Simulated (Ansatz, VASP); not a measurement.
# One calculation of Ge, two programs

File POSCAR:

```
Ge
1.0
    3.7737210359      0.0000000000      0.0000000000
   -1.8868605180      3.2681382839      0.0000000000
    0.0000000000      0.0000000000      6.8237568003
Ge
4
Direct
    0.6666666700      0.3333333300      0.0780541933
    0.3333333300      0.6666666700      0.5780541933
    0.6666666700      0.3333333300      0.4219458067
    0.3333333300      0.6666666700      0.9219458067
```

File INCAR.step1:

```
PREC = Accurate
ENCUT = 520
ISMEAR = 0
SIGMA = 0.1
LREAL = F
LASPH = T
NELM = 60
NBANDS = 36
GGA = PE
ALGO = Normal
EDIFF = 1E-4
LWAVE = T
LCHARG = F
```

Contents of INCAR.step2:

```
PREC = Accurate
ENCUT = 520
EDIFF = 1E-7
ISMEAR = 0
SIGMA = 0.1
LREAL = F
LASPH = T
NELM = 60
ALGO = Normal
ISIF = 2
LWAVE = F
LCHARG = F
METAGGA = R2SCAN
LMIXTAU = T
NBANDS = 36
ISTART = 1
```

Contents of KPOINTS:

```
regular mesh
0
Gamma
  12 12 6
```

Input for Ansatz:

```yaml
crystal:
  lattice:
    - [3.7737210359, 0.0, 0.0]
    - [-1.886860518, 3.2681382839, 0.0]
    - [0.0, 0.0, 6.8237568003]
  atoms:
    - { symbol: Ge, position: [0.66666667, 0.33333333, 0.0780541933] }
    - { symbol: Ge, position: [0.33333333, 0.66666667, 0.5780541933] }
    - { symbol: Ge, position: [0.66666667, 0.33333333, 0.4219458067] }
    - { symbol: Ge, position: [0.33333333, 0.66666667, 0.9219458067] }
basis:
  ecutwfc: 500
kpoints:
  mp_grid: { grid: [12, 12, 6] }
hamiltonian:
  xc: r2scan
scf:
  occupations: { method: gaussian, width: 0.1 }
output:
  forces: true
  stress: true
  eigenvalues: true
```

Alike in both runs: task single point; functional r2SCAN; k mesh 12 × 12 × 6; occupations gaussian, width 0.1 eV; no spin polarisation.

|  | VASP | Ansatz |
| --- | --- | --- |
| version | VASP 6.6.1 | Ansatz 0.2.0 |
| potentials or method | VASP PAW PBE potentials, release 64 (Ge_d), cutoff 520 eV | scalar-relativistic, plane waves, PAW |
| valence electrons in the cell | 56 | 56 |

Ansatz gave:

```
gap on the k mesh at the Fermi level (eV)                     : none
pressure (GPa)                                                : 6.3
traceless stress, the component that is largest in VASP (GPa) : -4.75
rms of the force components (eV/Å)                            : 0.975
```

What did VASP give for the same quantities?

gap on the k mesh at the Fermi level (eV): none; pressure (GPa): 6.4; traceless stress, the component that is largest in VASP (GPa): -4.68; rms of the force components (eV/Å): 0.972.

VASP's potentials were made for PBE, not for r2SCAN. Atom by atom the forces differ by 0.002 eV/Å (rms over components). A gap of «none» marks a metal or a gap that the smearing closes.
